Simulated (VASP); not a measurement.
Here is a VASP 6.6.1 calculation.

Contents of INCAR:

```
SYSTEM = GaP
PREC = Accurate
ENCUT = 520
EDIFF = 1E-6
ISMEAR = -1
SIGMA = 0.05
LREAL = .False.
LASPH = .True.
NELM = 80
ALGO = Normal
ISIF = 2
LWAVE = .False.
LCHARG = .True.
GGA = B5
ALDAX = 1.0
AGGAX = 1.0
AGGAC = 1.0
ALDAC = 0.0
IVDW = 12
VDW_S6 = 1.0
VDW_S8 = 2.6996
VDW_A1 = 0.4298
VDW_A2 = 4.2359
LELF = .True.
LVHAR = .True.
NBANDS = 16
```

The input KPOINTS:

```
regular mesh
0
Gamma
  8 8 8
  0 0 0
```

The input POSCAR:

```
GaP
1.0
    0.0000000000      2.6884177822      2.6884177822
    2.6884177822      0.0000000000      2.6884177822
    2.6884177822      2.6884177822      0.0000000000
Ga P
1 1
Direct
    0.0000000000      0.0000000000      0.0000000000
    0.7500000000      0.7500000000      0.7500000000
```

Potentials or basis: VASP PAW PBE potentials, release 64 (Ga_d, P).

Command:

```sh
$ cat potpaw_PBE.64/Ga_d/POTCAR potpaw_PBE.64/P/POTCAR > POTCAR
$ mpirun -np 1 vasp_std > vasp.out
```

**Question.** Estimate the band gap on the k mesh.

**Answer.** 1.72 eV, indirect (least direct gap 2.08 eV).

**Question.** Predict the dispersion energy per atom.

**Answer.** -0.742 eV.

 A hybrid or GW would open this gap; BLYP tends to underestimate it.
